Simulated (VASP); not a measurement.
Wanted: the native input for a VASP 6.6.1 run.

```yaml
Task: single point
Functional: PBE
Potentials_or_basis: VASP PAW PBE potentials, release 64 (Re)
Cutoff: 520 eV
k_mesh: 18 × 18 × 10
Occupations: gaussian, width 0.15 eV
Spin: no spin polarisation
Dipole_correction: no
Further_INCAR_settings: ALGO = Fast; EDIFF = 1e-06; NBANDS = 14
```

The structure of Re lies in POSCAR:

```
Re
1.0
    2.7748241524      0.0000000000     -0.2035333516
   -1.3874120762      2.4030682070      0.1017666758
   -0.3289178165      0.0000000000      4.4842238099
Re
2
Direct
    0.3333333333      0.6666666667      0.2500000000
    0.6666666667      0.3333333333      0.7500000000
```

This cell differs from its parent crystal: engineering shear strain xz -0.1467, engineering shear strain yz +0.0000.

The input as run:

INCAR

```
PREC     = Accurate       # precision mode
ENCUT    = 520            # plane-wave cutoff, eV
EDIFF    = 1E-6           # SCF threshold, eV
ISMEAR   = 0              # smearing method
SIGMA    = 0.15           # smearing width, eV
LREAL    = F              # projectors in reciprocal space
LASPH    = T              # aspherical terms in the spheres
NELM     = 60             # most SCF steps
ALGO     = Fast           # electronic algorithm
ISIF     = 2              # what is computed and relaxed
LWAVE    = F              # write WAVECAR
LCHARG   = T              # write CHGCAR
GGA      = PE             # functional
LELF     = T              # ELF
LVHAR    = T            
NBANDS   = 14             # bands
```

KPOINTS

```
regular mesh
0
Gamma
  18 18 10
```

Potentials or basis: VASP PAW PBE potentials, release 64 (Re).

The run is started by

```sh
$ cat potpaw_PBE.64/Re/POTCAR > POTCAR
$ mpirun -np 1 vasp_std > vasp.out
```

It gave:

```
Pressure               : 5.3 GPa
Largest force          : 0.232 eV/Å
Band gap on the k mesh : zero (bands 7 and 8 overlap by 2.87 eV)
```

Caveat: the cell differs from its parent crystal (engineering shear strain xz -0.1467, engineering shear strain yz +0.0000); the cell stands under pressure; spin-orbit coupling is left out, which moves the levels of the heavy elements.

Wall time 9.5 min on 1 thread of Intel Xeon 8259CL, on a shared host, peak memory 0.43 GiB.
